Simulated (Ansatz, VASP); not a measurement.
# Cu in VASP and in Ansatz

```xyz
1
Lattice="-1.2987 1.2987 1.7775 1.2987 -1.2987 1.7775 1.2987 1.2987 -1.7775" Properties=species:S:1:pos:R:3 pbc="T T T"
Cu    0.0000    0.0000    0.0000
```

Change from the starting cell: the structure that the rattled cell fell into.

Alike in both runs: task relaxation of cell and atoms; functional PBE; k mesh 30 × 30 × 30; occupations gaussian, width 0.1 eV; no spin polarisation.

```csv
,VASP,Ansatz
version,VASP 6.6.1,Ansatz 0.2.0
potentials or method,"VASP PAW PBE potentials, release 64 (Cu), cutoff 600 eV","scalar-relativistic, plane waves, PAW"
valence electrons in the cell,11,19
```

VASP gave:

| Item | Value |
| --- | --- |
| gap on the k mesh at the Fermi level, each at its own relaxed structure (eV) | none |
| relaxed volume (Å³/atom) | 11.99 |
| relaxed length of the cell vector where the two differ most in proportion (Å) | 2.570 |

Task: Which values does Ansatz return?

Result: gap on the k mesh at the Fermi level, each at its own relaxed structure (eV): none; relaxed volume (Å³/atom): 11.95; relaxed length of the cell vector where the two differ most in proportion (Å): 2.567.

A gap of «none» marks a metal or a gap that the smearing closes. VASP's potentials hold 11 valence electrons a cell and Ansatz's 19, so a difference there can come from the potentials and not from the codes.
